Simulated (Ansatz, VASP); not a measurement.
# Two plane-wave programs on SiGe3

POSCAR

```
SiGe3
1.0
    4.0092162776      0.0000000000      0.0000000000
    0.0000000000      4.0092162776      0.0000000000
    0.0000000000      0.0000000000      5.6493439990
Si Ge
1 3
Direct
    0.0000000000      0.0000000000      0.0000000000
    0.0000000000      0.5000000000      0.2442925744
    0.5000000000      0.5000000000      0.5000000000
    0.5000000000      0.0000000000      0.7557074256
```

The input INCAR.step1:

```
SYSTEM = SiGe3
PREC = Accurate
ENCUT = 520
ISMEAR = 0
SIGMA = 0.01
LREAL = .False.
LASPH = .True.
NELM = 60
NBANDS = 31
GGA = PE
ALGO = Normal
EDIFF = 1E-4
LWAVE = .True.
LCHARG = .False.
```

The input INCAR.step2:

```
SYSTEM = SiGe3
PREC = Accurate
ENCUT = 520
EDIFF = 1E-7
ISMEAR = 0
SIGMA = 0.01
LREAL = .False.
LASPH = .True.
NELM = 60
ALGO = Normal
ISIF = 2
LWAVE = .False.
LCHARG = .False.
METAGGA = R2SCAN
LMIXTAU = .True.
NBANDS = 31
ISTART = 1
```

File KPOINTS:

```
Automatic mesh
0
Gamma
  6 6 4
  0 0 0
```

Input for Ansatz:

```yaml
crystal:
  lattice:
    - [4.0092162776, 0.0, 0.0]
    - [0.0, 4.0092162776, 0.0]
    - [0.0, 0.0, 5.649343999]
  atoms:
    - { symbol: Si, position: [0.0, 0.0, 0.0] }
    - { symbol: Ge, position: [0.0, 0.5, 0.2442925744] }
    - { symbol: Ge, position: [0.5, 0.5, 0.5] }
    - { symbol: Ge, position: [0.5, 0.0, 0.7557074256] }
kpoints:
  mp_grid: { grid: [6, 6, 4] }
hamiltonian:
  xc: r2scan
scf:
  occupations: { method: fixed }
  n_extra_bands: 5
output:
  forces: true
  stress: true
  eigenvalues: true
```

Alike in both runs: task single point; functional r2SCAN; k mesh 6 × 6 × 4; no spin polarisation.

```csv
,VASP,Ansatz
version,VASP 6.6.1,Ansatz 0.2.0
potentials or method,"VASP PAW PBE potentials, release 64 (Si, Ge_d)","plane waves, PAW"
plane-wave cutoff (eV),520,500
occupations,"gaussian, width 0.01 eV",fixed
valence electrons in the cell,46,46
```

|  | VASP | Ansatz | Ansatz less VASP |
| --- | --- | --- | --- |
| gap on the k mesh at the Fermi level (eV) | 0.46 | 0.47 | +0.015 |
| pressure (GPa) | -2.2 | -2.2 | 0.00 |
| rms of the force components (eV/Å) | 0.003 | 0.000 | -0.0029 |

VASP's potentials were made for PBE, not for r2SCAN. Atom by atom the forces differ by 0.004 eV/Å (rms over components).
